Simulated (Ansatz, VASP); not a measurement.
# Cu: VASP beside Ansatz

```
Cu
1.0
    -0.00443    1.78843    1.83853
     1.82291   -0.01749    1.85160
     1.78282    1.76140    0.02260
Cu
1
Direct
  0.00000 0.00000 0.00000
```

Alike in both runs: task relaxation of cell and atoms; functional BLYP; k mesh 13 × 12 × 13; occupations fermi-dirac, width 0.05 eV; no spin polarisation.

|  | VASP | Ansatz |
| --- | --- | --- |
| version | VASP 6.6.1 | Ansatz 0.2.0 |
| potentials or method | VASP PAW PBE potentials, release 64 (Cu) | Ansatz PAW |
| plane-wave cutoff (eV) | 600 | 420 |
| valence electrons in the cell | 11 | 19 |

```csv
,VASP,Ansatz,Ansatz less VASP
"gap on the k mesh at the Fermi level, each at its own relaxed structure (eV)",none,none,-
relaxed volume (Å³/atom),12.76,12.68,-0.082
relaxed length of the cell vector where the two differ most in proportion (Å),2.646,2.640,-0.0059
```

VASP's potentials were made for PBE, not for BLYP. A gap of «none» marks a metal or a gap that the smearing closes. VASP's potentials hold 11 valence electrons a cell and Ansatz's 19, so a difference there can come from the potentials and not from the codes.

Noted on Ansatz's run: the plane-wave basis is chosen anew once the cell has moved, so the energies of steps on either side of that aren't comparable.
